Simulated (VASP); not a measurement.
# Sn (I4_1/amd) in VASP: further runs

Runs on Sn. Level: PBEsol. Tasks: single point.

All numbers are computed with VASP 6.6.1; they aren't measurements. Logs are shortened: lines on timing, memory, paths and dates and some standing lists are left out, and cuts for length are marked.

### Step 1. The cell of the first run

Symmetry: I4_1/amd, No. 141, tetragonal system. The conventional cell has a = 4.659 Å, b = 4.659 Å, c = 6.394 Å, α = 90.00°, β = 90.00°, γ = 90.00°. Within 3.7 Å of Sn (site symmetry -4m2) lie 4 Sn at 2.83 Å.

### Step 2. Single point, PBEsol (strain +0.015 along x and y, -0.015 along z)

Input file INCAR:

```
SYSTEM = Sn
  ALGO = Fast
  EDIFF = 1E-6
  ENCUT = 520
  GGA = PS
  ISIF = 2
  ISMEAR = 0
  LASPH = .True.
  LCHARG = .False.
  LREAL = .False.
  LWAVE = .False.
  NBANDS = 21
  NELM = 80
  PREC = Accurate
  SIGMA = 0.15
```

Input file KPOINTS:

```
k-points
0
Gamma
  12 12 12
  0 0 0
```

Input file POSCAR:

```
Sn
1.0
    0.0000000000      3.2942840000      3.1969160000
    3.2942840000      0.0000000000      3.1969160000
    3.2942840000      3.2942840000      0.0000000000
Sn
2
Direct
    0.5000000000      0.5000000000      0.5000000000
    0.7500000000      0.7500000000      0.7500000000
```

Potentials or basis: VASP PAW PBE potentials, release 64 (Sn_d).

The run is started by

```console
cat potpaw_PBE.64/Sn_d/POTCAR > POTCAR
mpirun -np 1 vasp_std > vasp.out
```

OUTCAR:

```text
SYSTEM = Sn
   EDIFF = 1E-6
   ENCUT = 520
   GGA = PS
   ISIF = 2
   ISMEAR = 0
   LASPH = .True.
   LREAL = .False.
   NELM = 80
   PREC = Accurate

 ion  position               nearest neighbor table
   1  0.500  0.500  0.500-   2 2.83   2 2.83   2 2.83   2 2.83
   2  0.750  0.750  0.750-   1 2.83   1 2.83   1 2.83   1 2.83

  LATTYP: Found a body centered tetragonal cell.
 ALAT       =     4.6588211111
 C/A-ratio  =     1.3724141467

  Lattice vectors:

 A1 = (   0.0000000000,  -3.2942840000,  -3.1969160000)
 A2 = (   0.0000000000,   3.2942840000,  -3.1969160000)
 A3 = (   3.2942840000,   0.0000000000,   3.1969160000)

Analysis of symmetry for initial positions (statically):
=====================================================================
 Subroutine PRICEL returns:
 Original cell was already a primitive cell.

 Routine SETGRP: Setting up the symmetry group for a
 body centered tetragonal supercell.

 Subroutine GETGRP returns: Found 16 space group operations
 (whereof  8 operations were pure point group operations)
 out of a pool of 16 trial point group operations.

The static configuration has the point symmetry D_2d.
 The point group associated with its full space group is D_4h.

Analysis of symmetry for dynamics (positions and initial velocities):
=====================================================================
 Subroutine PRICEL returns:
 Original cell was already a primitive cell.

 Routine SETGRP: Setting up the symmetry group for a
 body centered tetragonal supercell.

 Subroutine GETGRP returns: Found 16 space group operations
 (whereof  8 operations were pure point group operations)
 out of a pool of 16 trial point group operations.

The dynamic configuration has the point symmetry D_2d.
 The point group associated with its full space group is D_4h.

 Subroutine INISYM returns: Found 16 space group operations
 (whereof  8 operations are pure point group operations),
 and found     1 'primitive' translations

----------------------------------------------------------------------------------------

                                     Primitive cell

  volume of cell :      69.3878

  direct lattice vectors                    reciprocal lattice vectors
     0.000000000  3.294284000  3.196916000    -0.151778049  0.151778049  0.156400731
     3.294284000  0.000000000  3.196916000     0.151778049 -0.151778049  0.156400731
     3.294284000  3.294284000  0.000000000     0.151778049  0.151778049 -0.156400731

  length of vectors
     4.590487881  4.590487881  4.658821111     0.265583022  0.265583022  0.265583022

  position of ions in fractional coordinates (direct lattice)
     0.500000000  0.500000000  0.500000000
     0.750000000  0.750000000  0.750000000

  ion indices of the primitive-cell ions
   primitive index   ion index
                 1           1
                 2           2

----------------------------------------------------------------------------------------

 KPOINTS: k-points

Automatic generation of k-mesh.
 Grid dimensions read from file:
 generate k-points for:   12   12   12

 Generating k-lattice:

  Cartesian coordinates                     Fractional coordinates (reciprocal lattice)
    -0.012648171  0.012648171  0.013033394     0.083333333  0.000000000  0.000000000
     0.012648171 -0.012648171  0.013033394     0.000000000  0.083333333  0.000000000
     0.012648171  0.012648171 -0.013033394    -0.000000000 -0.000000000  0.083333333

  Length of vectors
     0.022131918  0.022131918  0.022131918

  Shift w.r.t. Gamma in fractional coordinates (k-lattice)
     0.000000000  0.000000000  0.000000000

 Subroutine IBZKPT returns following result:
 ===========================================

 Found    163 irreducible k-points:

 Following reciprocal coordinates:
            Coordinates               Weight
  0.000000  0.000000  0.000000      1.000000
  0.083333  0.000000  0.000000      8.000000
  0.166667  0.000000  0.000000      8.000000
  0.250000  0.000000  0.000000      8.000000
  0.333333 -0.000000  0.000000      8.000000
  0.416667  0.000000  0.000000      8.000000
[... 16 lines left out ...]
  0.500000  0.166667  0.000000      8.000000
 -0.416667  0.166667  0.000000      8.000000
 [... further k-points ...]
   k-points           NKPTS =    163   k-points in BZ     NKDIM =    163   number of bands    NBANDS=     21
   number of dos      NEDOS =    301   number of ions     NIONS =      2
   total plane-waves  NPLWV =  46656
   dimension x,y,z NGX =    36 NGY =   36 NGZ =   36
   dimension x,y,z NGXF=    72 NGYF=   72 NGZF=   72
   ions per type =               2
   NGX,Y,Z   is equivalent  to a cutoff of  13.04, 13.04, 12.85 a.u.
   NGXF,Y,Z  is equivalent  to a cutoff of  26.08, 26.08, 25.69 a.u.
 SYSTEM =  Sn
   PREC   = accura    normal or accurate (medium, high low for compatibility)
   ISTART =      0    job   : 0-new  1-cont  2-samecut
   ICHARG =      2    charge: 1-file 2-atom 10-const
   ISPIN  =      1    spin polarized calculation?
   LNONCOLLINEAR =      F non collinear calculations
   LSORBIT =      F    spin-orbit coupling
   LASPH  =      T    aspherical Exc in radial PAW
   ENCUT  =  520.0 eV  38.22 Ry    6.18 a.u.   8.54  8.54  8.66*2*pi/ulx,y,z
   NELM   =     80;   NELMIN=  2; NELMDL= -5     # of ELM steps
   EDIFF  = 0.1E-05   stopping-criterion for ELM
   LREAL  =      F    real-space projection
   EDIFFG = 0.1E-04   stopping-criterion for IOM
   NSW    =      0    number of steps for IOM
   IBRION =     -1    ionic relax: 0-MD 1-quasi-New 2-CG
   NFREE  =      0    steps in history (QN), initial steepest desc. (CG)
   ISIF   =      2    stress and relaxation
   ISYM   =      2    0-nonsym 1-usesym 2-fastsym
   POTIM  = 0.5000    time-step for ionic-motion
   TEBEG  =    0.0;   TEEND  =   0.0 temperature during run
   PSTRESS=    0.0 pullay stress
   NELECT =      28.0000    total number of electrons
   NUPDOWN=      -1.0000    fix difference up-down
   EMIN   =  10.00;   EMAX   =-10.00  energy-range for DOS
   EFERMI =   0.00;   METHOD = LEGACY
   ISMEAR =     0;   SIGMA  =   0.15  broadening in eV -4-tet -1-fermi 0-gaus
   EFERMI_NEDOS =   21; number of points for ismear=-14 and -15
   IALGO  =     68    algorithm
   IMIX   =      4    mixing-type and parameters
     AMIX     =   0.40;   BMIX     =  1.00
     AMIX_MAG =   1.60;   BMIX_MAG =  1.00
  volume/ion in A,a.u.               =      34.69       234.13
  Fermi-wavevector in a.u.,A,eV,Ry     =   1.209761  2.286118 19.912436  1.463523
  Thomas-Fermi vector in A             =   2.345329
   LORBIT       =      0    0 simple, 1 ext, 2 COOP (PROOUT), +10 PAW based schemes
   GGA     = PS    functional components
   LHFCALC =     F    Hartree Fock is set to
   AEXX    =    0.0000 exact exchange contribution
   IVDW    =     0    specifies the selected vdW correction
   LEPSILON=     F    determine dielectric tensor
   LRPA    =     F    only Hartree local field effects (RPA)
 non-spin polarized calculation
 RMM-DIIS sequential band-by-band and
 Gauss-broadening in eV      SIGMA  =   0.15
  energy-cutoff  :      520.00
  volume of cell :       69.39
 maximum number of plane-waves:      1896
 NGX is ok and might be reduce to    36
   NGX = 17   NGY = 17   NGZ = 17

 number of electron      27.9999987 magnetization

 Free energy of the ion-electron system (eV)
  ---------------------------------------------------
  ext. energy  EPLUGINS =         0.00000000
  ---------------------------------------------------
  free energy    TOTEN  =        -8.46211903 eV

  energy without entropy =       -8.46004189  energy(sigma->0) =       -8.46108046

 E-fermi :   5.3231     XC(G=0):  -9.0000

 val. band max:        5.3025885260   @ k =  -0.0833  -0.0000   0.0833
 cond. band min:       5.3343546679   @ k =   0.0833   0.0000   0.0000
 fundamental gap:      0.0317661418
 Fermi energy:         5.3231232940

 k-point     1 :       0.0000    0.0000    0.0000
  band No.  band energies     occupation
      1     -16.2503      2.00000
      2     -16.2387      2.00000
      3     -16.2387      2.00000
      4     -16.1864      2.00000
      5     -16.1822      2.00000
      6     -15.8917      2.00000
[... 13 lines left out ...]
     20      13.0243      0.00000
     21      13.4080      0.00000

 k-point     2 :       0.0833    0.0000    0.0000
  band No.  band energies     occupation
      1     -16.2535      2.00000
      2     -16.2442      2.00000
      3     -16.2393      2.00000
      4     -16.1787      2.00000
      5     -16.1750      2.00000
      6     -15.9032      2.00000
[... 13 lines left out ...]
     20      12.4661      0.00000
     21      12.7392      0.00000

 k-point     3 :       0.1667    0.0000    0.0000
  band No.  band energies     occupation
      1     -16.2626      2.00000
      2     -16.2541      2.00000
      3     -16.2363      2.00000
      4     -16.1629      2.00000
      5     -16.1599      2.00000
      6     -15.9197      2.00000
[... 13 lines left out ...]
     20      12.0708      0.00000
     21      12.2939      0.00000

 k-point     4 :       0.2500    0.0000    0.0000
  band No.  band energies     occupation
      1     -16.2719      2.00000
      2     -16.2625      2.00000
      3     -16.2303      2.00000
      4     -16.1469      2.00000
      5     -16.1447      2.00000
      6     -15.9338      2.00000
[... 13 lines left out ...]
     20      12.1075      0.00000
     21      12.2423      0.00000

 k-point     5 :       0.3333   -0.0000    0.0000
  band No.  band energies     occupation
      1     -16.2786      2.00000
      2     -16.2679      2.00000
      3     -16.2239      2.00000
      4     -16.1349      2.00000
      5     -16.1333      2.00000
      6     -15.9438      2.00000
[... 13 lines left out ...]
     20      12.6094      0.00000
     21      12.6225      0.00000

 k-point     6 :       0.4167    0.0000    0.0000
  band No.  band energies     occupation
      1     -16.2824      2.00000
      2     -16.2707      2.00000
      3     -16.2190      2.00000
      4     -16.1281      2.00000
      5     -16.1269      2.00000
      6     -15.9492      2.00000
[... 13 lines left out ...]
     20      13.3619      0.00000
     21      13.4756      0.00000

 k-point     7 :       0.5000    0.0000    0.0000
  band No.  band energies     occupation
      1     -16.2835      2.00000
      2     -16.2715      2.00000
      3     -16.2171      2.00000
      4     -16.1259      2.00000
      5     -16.1249      2.00000
      6     -15.9508      2.00000
[... 13 lines left out ...]
     20      14.0131      0.00000
     21      14.0446      0.00000
[... 291 lines left out ...]
      1     -16.2668      2.00000
      2     -16.2583      2.00000
      3     -16.2380      2.00000
      4     -16.1514      2.00000
      5     -16.1216      2.00000
      6     -15.9735      2.00000
[... 13 lines left out ...]
     20      12.5740      0.00000
     21      13.3209      0.00000

 k-point    21 :       0.3333    0.1667    0.0000
  band No.  band energies     occupation
      1     -16.2816      2.00000
      2     -16.2655      2.00000
      3     -16.2203      2.00000
      4     -16.1358      2.00000
      5     -16.1066      2.00000
      6     -15.9879      2.00000
[... 13 lines left out ...]
     20      12.9301      0.00000
     21      13.5931      0.00000

 k-point    22 :       0.4167    0.1667    0.0000
  band No.  band energies     occupation
      1     -16.2935      2.00000
      2     -16.2714      2.00000
      3     -16.2019      2.00000
      4     -16.1210      2.00000
      5     -16.1000      2.00000
      6     -15.9916      2.00000
[... 13 lines left out ...]
     20      13.5972      0.00000
     21      14.2299      0.00000

 k-point    23 :       0.5000    0.1667    0.0000
  band No.  band energies     occupation
      1     -16.3011      2.00000
      2     -16.2761      2.00000
      3     -16.1876      2.00000
      4     -16.1083      2.00000
      5     -16.1034      2.00000
      6     -15.9833      2.00000
[... 13 lines left out ...]
     20      13.9672      0.00000
     21      14.2092      0.00000

 k-point    24 :      -0.4167    0.1667    0.0000
  band No.  band energies     occupation
      1     -16.3035      2.00000
      2     -16.2791      2.00000
      3     -16.1825      2.00000
      4     -16.1134      2.00000
      5     -16.0997      2.00000
      6     -15.9671      2.00000
[... 13 lines left out ...]
     20      13.1288      0.00000
     21      13.3628      0.00000

 [... further k-points ...]
[... 5 lines left out ...]
  --------------------------------------------------------------------------------------
  -------------------------------------------------------------------------------------
  Total       -0.0076190     -0.0076190      0.3628760      0.0000000      0.0000000      0.0000000
  in kB       -0.1759248     -0.1759248      8.3788708      0.0000000      0.0000000      0.0000000
  external PRESSURE =       2.6756737 kB  Pullay stress =       0.0000000 kB

 VOLUME and BASIS-vectors are now :
 -----------------------------------------------------------------------------
  energy-cutoff  :      520.00
  volume of cell :       69.39
      direct lattice vectors                 reciprocal lattice vectors
     0.000000000  3.294284000  3.196916000    -0.151778049  0.151778049  0.156400731
     3.294284000  0.000000000  3.196916000     0.151778049 -0.151778049  0.156400731
     3.294284000  3.294284000  0.000000000     0.151778049  0.151778049 -0.156400731

 POSITION                                       TOTAL-FORCE (eV/Angst)
 -----------------------------------------------------------------------------------
      3.29428      3.29428      3.19692         0.000000      0.000000      0.000000
      4.94143      4.94143      4.79537        -0.000000     -0.000000     -0.000000
 -----------------------------------------------------------------------------------
    total drift:                                0.000000      0.000000      0.000000

  FREE ENERGIE OF THE ION-ELECTRON SYSTEM (eV)
  ---------------------------------------------------
  free  energy   TOTEN  =        -8.4621190329 eV

  energy  without entropy=       -8.4600418895  energy(sigma->0) =       -8.46108046
```

Run time: 6.4 min. Hardware: 1 thread of Intel Xeon 8259CL, shared host; peak memory 0.34 GiB.

What came out:

```yaml
Free_energy: -8.4621 eV
Pressure: 0.3 GPa
Band_gap_on_the_k_mesh: zero (bands 14 and 15 overlap by 0.12 eV)
```

Levels at points of the mesh, in eV from the Fermi level:
| k point | band 11 | band 12 | band 13 | band 14 | band 15 | band 16 | band 17 | band 18 |
| --- | --- | --- | --- | --- | --- | --- | --- | --- |
| (0.00, 0.00, 0.00) | -10.52 | -0.80 | 0.03 | 0.03 | 0.22 | 2.07 | 2.20 | 2.20 |
| (0.50, 0.00, 0.00) | -8.93 | -6.26 | -1.19 | -0.99 | -0.10 | 3.14 | 3.29 | 5.55 |
| (0.50, 0.50, 0.00) | -7.41 | -7.41 | -2.52 | -2.52 | 0.66 | 0.66 | 7.64 | 7.64 |
| (0.50, 0.00, 0.50) | -7.51 | -7.51 | -2.36 | -2.36 | 0.84 | 0.84 | 7.56 | 7.56 |

Caveat: the cell differs from its parent crystal (strain +0.015 along x and y, -0.015 along z); the PAW data sets were made with another functional, which shifts forces and pressure a little; spin-orbit coupling is left out, which moves the levels of the heavy elements.

### Step 3. Single point, PBEsol (strain +0.030 along x and y, -0.030 along z)

Input file INCAR:

```
ALGO     = Fast           # electronic algorithm
EDIFF    = 1E-7           # SCF threshold, eV
ENCUT    = 520            # plane-wave cutoff, eV
GGA      = PS             # functional
ISIF     = 2              # what is computed and relaxed
ISMEAR   = 0              # smearing method
LASPH    = T              # aspherical terms in the spheres
LCHARG   = F              # write CHGCAR
LREAL    = F              # projectors in reciprocal space
LWAVE    = F              # write WAVECAR
NBANDS   = 21             # bands
NELM     = 100            # most SCF steps
PREC     = Accurate       # precision mode
SIGMA    = 0.15           # smearing width, eV
```

Input file KPOINTS:

```
k-points
0
Gamma
  12 12 12
```

Input file POSCAR:

```
Sn
1.0
    0.0000000000      3.3429680000      3.1482320000
    3.3429680000      0.0000000000      3.1482320000
    3.3429680000      3.3429680000      0.0000000000
Sn
2
Direct
    0.5000000000      0.5000000000      0.5000000000
    0.7500000000      0.7500000000      0.7500000000
```

Potentials or basis: VASP PAW PBE potentials, release 64 (Sn_d).

The run is started by

```console
cat potpaw_PBE.64/Sn_d/POTCAR > POTCAR
mpirun -np 1 vasp_std > vasp.out
```

Run time: 6.7 min. Hardware: 1 thread of Intel Xeon 8259CL, shared host; peak memory 0.34 GiB.

Results (log left out):

| Item | Value |
| --- | --- |
| Free energy | -8.4514 eV |
| Pressure | -0.3 GPa |
| Band gap on the k mesh | zero (bands 14 and 15 overlap by 0.21 eV) |

Stress tensor (GPa, compression positive):
```
-0.87  0.00  0.00
 0.00 -0.87  0.00
 0.00  0.00  0.74
```

Levels at points of the mesh, in eV from the Fermi level:
```tsv
k point	band 12	band 13	band 14	band 15	band 16	band 17
(0.00, 0.00, 0.00)	-0.91	-0.03	-0.03	0.34	2.01	2.25
(0.50, 0.00, 0.00)	-6.20	-1.26	-0.86	-0.15	3.08	3.38
(0.50, 0.50, 0.00)	-7.29	-2.57	-2.57	0.57	0.57	7.57
(0.50, 0.00, 0.50)	-7.49	-2.25	-2.25	0.93	0.93	7.36
```

Caveat: the cell differs from its parent crystal (strain +0.030 along x and y, -0.030 along z); the PAW data sets were made with another functional, which shifts forces and pressure a little; spin-orbit coupling is left out, which moves the levels of the heavy elements.

(Part 1 of 2 ends here.)

The gap in the log of VASP goes by the Fermi energy; the results here count the filled bands.